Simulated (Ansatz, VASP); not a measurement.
BN in VASP and in Ansatz

```
B N
1.0
     0.00000    1.81206    1.81206
     1.81206    0.00000    1.81206
     1.81206    1.81206    0.00000
B N
1 1
Direct
  0.00000 0.00000 0.00000
  0.25000 0.25000 0.25000
```

Alike in both runs: functional PBE; k mesh 13 × 13 × 13; no spin polarisation.

Ansatz relaxed the structure, and its values are those at the end. VASP's run is a single point on that final structure, the one shown.

```csv
,VASP,Ansatz
version,VASP 6.6.1,Ansatz 0.2.0
potentials or method,"VASP PAW PBE potentials, release 64 (B, N), cutoff 520 eV",plane-wave PAW DFT
occupations,"gaussian, width 0.01 eV",fixed
valence electrons in the cell,8,8
```

```tsv
	VASP	Ansatz	Ansatz less VASP
pressure (GPa)	0.4	0.0	-0.43
```
